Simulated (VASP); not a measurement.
A run of VASP 6.6.1 is set up as follows.

Contents of POSCAR:

```
CdS
1.0
    4.2611695877      0.0000000000      0.0000000000
   -2.1305847939      3.6902811128      0.0000000000
    0.0000000000      0.0000000000      5.8041729400
Cd S
1 1
Direct
    0.0000000000      0.0000000000      0.4426919200
    0.6666666667      0.3333333333      0.4343080800
```

File INCAR.step1:

```
SYSTEM = CdS
PREC     = Accurate       ! precision mode
ENCUT    = 520            ! plane-wave cutoff, eV
EDIFF    = 1E-5           ! SCF threshold, eV
ISMEAR   = -1             ! smearing method
SIGMA    = 0.05           ! smearing width, eV
LREAL    = .FALSE.        ! projectors in reciprocal space
LASPH    = .TRUE.         ! aspherical terms in the spheres
NELM     = 80             ! most SCF steps
ALGO     = Normal         ! electronic algorithm
ISIF     = 2              ! what is computed and relaxed
LWAVE    = .TRUE.         ! write WAVECAR
LCHARG   = .FALSE.        ! write CHGCAR
NBANDS   = 16             ! bands
GGA      = PE             ! functional
```

INCAR.step2

```
SYSTEM = CdS
PREC     = Accurate       ! precision mode
ENCUT    = 520            ! plane-wave cutoff, eV
EDIFF    = 1E-6           ! SCF threshold, eV
ISMEAR   = -1             ! smearing method
SIGMA    = 0.05           ! smearing width, eV
LREAL    = .FALSE.        ! projectors in reciprocal space
LASPH    = .TRUE.         ! aspherical terms in the spheres
NELM     = 80             ! most SCF steps
ALGO     = Normal         ! electronic algorithm
ISIF     = 2              ! what is computed and relaxed
LWAVE    = .FALSE.        ! write WAVECAR
LCHARG   = .FALSE.        ! write CHGCAR
GGA      = PE             ! functional
LHFCALC  = .TRUE.         ! exact exchange
AEXX     = 1.0            ! exact-exchange fraction
ALDAC    = 0.0          
AGGAC    = 0.0          
PRECFOCK = Normal       
NBANDS   = 16             ! bands
ISTART   = 1
```

File KPOINTS:

```
regular mesh
0
G
  4 4 3
  0 0 0
```

Potentials or basis: VASP PAW PBE potentials, release 64 (Cd, S).

Launch:

```sh
$ cat potpaw_PBE.64/Cd/POTCAR potpaw_PBE.64/S/POTCAR > POTCAR
$ cp INCAR.step1 INCAR
$ mpirun -np 1 vasp_std > vasp.out
$ cp INCAR.step2 INCAR
$ mpirun -np 1 vasp_std > vasp.out
```

Question: What does it give for the pressure?

Answer: 1.3 GPa.

Question: What does it give for the band gap on the k mesh?

Answer: 8.43 eV (least direct gap 8.43 eV).

Question: What does it give for the largest force?

Answer: 0.011 eV/Å.

Stress tensor (GPa, compression positive):
```
 1.99  0.00  0.00
 0.00  1.99  0.00
 0.00  0.00 -0.05
```

Caveat: the k points lie up to 0.43 Å⁻¹ apart; the PAW data sets were made with another functional, which shifts forces and pressure a little.
